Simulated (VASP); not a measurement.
Wanted: the native input for a VASP 6.6.1 run.

```yaml
Task: single point
Functional: PBEsol
Potentials_or_basis: VASP PAW PBE potentials, release 64 (Cd, Se)
Cutoff: 520 eV
k_mesh: 7 × 7 × 4
Occupations: fermi-dirac, width 0.05 eV
Spin: no spin polarisation
Dipole_correction: no
Further_INCAR_settings: ALGO = Normal; EDIFF = 1e-06; NBANDS = 26
```

The structure of CdSe (Cadmoselite) lies in POSCAR:

```
CdSe
1.0
    3.6397681133      0.0000000000      0.0000000000
   -1.8198840566      3.1521316500      0.0000000000
    0.0000000000      0.0000000000      7.1205893643
Cd Se
2 2
Direct
    0.6666666667      0.3333333333      0.5276292934
    0.3333333333      0.6666666667      0.0276292934
    0.6666666667      0.3333333333      0.8573707066
    0.3333333333      0.6666666667      0.3573707066
```

The input as run:

INCAR

```
ALGO = Normal
EDIFF = 1E-6
ENCUT = 520
GGA = PS
ISIF = 2
ISMEAR = -1
LASPH = T
LCHARG = F
LREAL = F
LWAVE = F
NBANDS = 26
NELM = 60
PREC = Accurate
SIGMA = 0.05
```

KPOINTS

```
k-points
0
Gamma
  7 7 4
```

Potentials or basis: VASP PAW PBE potentials, release 64 (Cd, Se).

The run is started by

```console
$ cat potpaw_PBE.64/Cd/POTCAR potpaw_PBE.64/Se/POTCAR > POTCAR
$ mpirun -np 1 vasp_std > vasp.out
```

It gave:

The pressure is 31.2 GPa.

Caveat: the PAW data sets were made with another functional, which shifts forces and pressure a little.

Wall time 38 s on 1 thread of Intel(R) Xeon(R) Platinum 8259CL CPU @ 2.50GHz (Skylake/Cascade Lake), on a shared host, peak memory 0.21 GiB.
